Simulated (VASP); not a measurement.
Write the native input for VASP 6.6.1 that does the following.

```yaml
Task: single point
Functional: PBE
Potentials_or_basis: VASP PAW PBE potentials, release 64 (Sn_d)
Cutoff: 520 eV
k_mesh: 7 × 7 × 10
Occupations: fermi-dirac, width 0.1 eV
Spin: no spin polarisation
Dipole_correction: no
Further_INCAR_settings: ALGO = Normal; EDIFF = 1e-06; NBANDS = 28
```

The structure of Sn lies in POSCAR:

```
Sn
1.0
    5.2763207765      0.0000000000      0.0000000000
   -2.6381603882      4.5694278309      0.0000000000
    0.0000000000      0.0000000000      3.2054911333
Sn
3
Direct
    0.0000000000      0.0000000000      0.0000000000
    0.3333333333      0.6666666667      0.5000000000
    0.6666666667      0.3333333333      0.5000000000
```

This isn't the form of Sn at room conditions, which is tetragonal (white tin).

These files were run (other wordings do the same):

INCAR

```
SYSTEM = Sn
PREC = Accurate
ENCUT = 520
EDIFF = 1E-6
ISMEAR = -1
SIGMA = 0.1
LREAL = .FALSE.
LASPH = .TRUE.
NELM = 80
ALGO = Normal
ISIF = 2
LWAVE = .FALSE.
LCHARG = .FALSE.
GGA = PE
NBANDS = 28
```

KPOINTS

```
regular mesh
0
G
  7 7 10
  0 0 0
```

Potentials or basis: VASP PAW PBE potentials, release 64 (Sn_d).

Command:

```sh
$ cat potpaw_PBE.64/Sn_d/POTCAR > POTCAR
$ mpirun -np 1 vasp_std > vasp.out
```

Results of the run:

- Pressure: 4.4 GPa
- Band gap on the k mesh: zero (bands 21 and 22 overlap by 4.67 eV)

Caveat: the cell stands under pressure; spin-orbit coupling is left out, which moves the levels of the heavy elements.

Run time: 76 s on 1 thread of Intel Xeon 8259CL, with other jobs on the host, peak memory 0.23 GiB.
